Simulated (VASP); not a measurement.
Set up this calculation in VASP 6.6.1, as the native input.

```
Task                   : relaxation of cell and atoms
Functional             : PBE
Potentials or basis    : VASP PAW PBE potentials, release 64 (Zn, Se)
Cutoff                 : 600 eV
k mesh                 : 10 × 10 × 6
Occupations            : fermi-dirac, width 0.08 eV
Spin                   : no spin polarisation
Dipole correction      : no
Further INCAR settings : ALGO = Normal; EDIFF = 1e-06; IBRION = 2; EDIFFG = -0.005; NSW = 60; ISIF = 3
```

The structure of ZnSe (NiAs type) lies in POSCAR:

```
ZnSe
1.0
    3.5867670092      0.0000000000      0.0000000000
   -1.7933835046      3.1062313474      0.0000000000
    0.0000000000      0.0000000000      5.5594888642
Zn Se
2 2
Direct
    0.0000000000      0.0000000000      0.0000000000
    0.0000000000      0.0000000000      0.5000000000
    0.3333333333      0.6666666667      0.2500000000
    0.6666666667      0.3333333333      0.7500000000
```

The input as run:

INCAR

```
PREC = Accurate ; ENCUT = 600
EDIFF = 1E-6 ; ISMEAR = -1
SIGMA = 0.08 ; LREAL = False
LASPH = True ; NELM = 100
ALGO = Normal ; ISIF = 3
LWAVE = False ; LCHARG = False
GGA = PE ; IBRION = 2
NSW = 60 ; EDIFFG = -0.005
```

KPOINTS

```
Automatic mesh
0
Gamma
  10 10 6
```

Potentials or basis: VASP PAW PBE potentials, release 64 (Zn, Se).

Command:

```sh
$ cat potpaw_PBE.64/Zn/POTCAR potpaw_PBE.64/Se/POTCAR > POTCAR
$ mpirun -np 1 vasp_std > vasp.out
```

It gave:

```
Relaxed volume                        : 19.57 Å³/atom
Relaxed cell                          : a = 3.823 Å, b = 3.823 Å, c = 6.184 Å, α = 90.00°, β = 90.00°, γ = 120.00°
Space group after relaxing (to 0.1 Å) : P6_3/mmc (No. 194)
Energy gained by relaxing             : 301.8 meV/atom
Ionic steps                           : 9
Pressure after relaxing               : 0.0 GPa
Band gap on the k mesh                : zero (bands 18 and 19 overlap by 0.22 eV)
```

Caveat: the volume moved by over 15 % at a fixed basis, so the end points are rough; semilocal functionals underestimate gaps, and a narrow one can read as zero.

Wall time 6.7 min on 1 thread of Intel Xeon 6975P-C, on a shared host, peak memory 0.26 GiB.
